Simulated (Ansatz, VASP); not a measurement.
# Ir: VASP beside Ansatz

Contents of POSCAR:

```
Ir
1.0
    2.6831898863      0.0000000000      0.0000000000
   -1.3415949432      2.3237106048      0.0000000000
    0.0000000000      0.0000000000      8.7704638102
Ir
4
Direct
    0.0000000000      0.0000000000      1.0000000000
    0.0000000000      0.0000000000      0.5000000000
    0.3333333333      0.6666666667      0.2500000000
    0.6666666667      0.3333333333      0.7500000000
```

File INCAR.step1:

```
SYSTEM = Ir
  PREC = Accurate
  ENCUT = 520
  ISMEAR = -1
  SIGMA = 0.1
  LREAL = .FALSE.
  LASPH = .TRUE.
  NELM = 60
  NBANDS = 26
  GGA = PE
  ALGO = Normal
  EDIFF = 1E-4
  LWAVE = .TRUE.
  LCHARG = .FALSE.
```

File INCAR.step2:

```
SYSTEM = Ir
  PREC = Accurate
  ENCUT = 520
  EDIFF = 1E-7
  ISMEAR = -1
  SIGMA = 0.1
  LREAL = .FALSE.
  LASPH = .TRUE.
  NELM = 60
  ALGO = Normal
  ISIF = 2
  LWAVE = .FALSE.
  LCHARG = .TRUE.
  METAGGA = R2SCAN
  LMIXTAU = .TRUE.
  LELF = .TRUE.
  LVHAR = .TRUE.
  NBANDS = 26
  ISTART = 1
```

KPOINTS

```
regular mesh
0
G
  15 15 4
  0 0 0
```

Input for Ansatz:

```yaml
crystal:
  lattice:
    - [2.6831898863, 0.0, 0.0]
    - [-1.3415949432, 2.3237106048, 0.0]
    - [0.0, 0.0, 8.7704638102]
  atoms:
    - { symbol: Ir, position: [0.0, 0.0, 1.0] }
    - { symbol: Ir, position: [0.0, 0.0, 0.5] }
    - { symbol: Ir, position: [0.3333333333, 0.6666666667, 0.25] }
    - { symbol: Ir, position: [0.6666666667, 0.3333333333, 0.75] }
hamiltonian:
  xc: r2scan
  pseudopotentials:
    kind: paw
    azcp:
      Ir: "pseudopotentials/Ir.paw.azcp"
basis:
  ecutwfc: 500
  fft_grid_basis: typed
kpoints:
  mp_grid: { grid: [15, 15, 4], shift: [0, 0, 0] }
magnetization:
  spin_polarized: false
scf:
  occupations: { method: fermi_dirac, width: 0.1 }
  lower_state_search: "off"
output:
  stress: true
```

Alike in both runs: task single point; functional r2SCAN; k mesh 15 × 15 × 4; occupations fermi-dirac, width 0.1 eV; no spin polarisation.

|  | VASP | Ansatz |
| --- | --- | --- |
| version | VASP 6.6.1 | Ansatz 0.2.0 |
| potentials or method | VASP PAW PBE potentials, release 64 (Ir), cutoff 520 eV | plane waves (500 eV) with PAW, scalar-relativistic |
| valence electrons in the cell | 36 | 68 |

Ansatz gave:

| Quantity | Value |
| --- | --- |
| pressure (GPa) | 16.8 |
| traceless stress, the component that is largest in VASP (GPa) | -0.05 |

Task: What did VASP give for the same quantities?

Result: Pressure (GPa): 19.9; traceless stress, the component that is largest in VASP (GPa): -0.01.

VASP's potentials were made for PBE, not for r2SCAN. VASP's potentials hold 36 valence electrons a cell and Ansatz's 68, so a difference there can come from the potentials and not from the codes.

Spin-orbit coupling is off throughout.
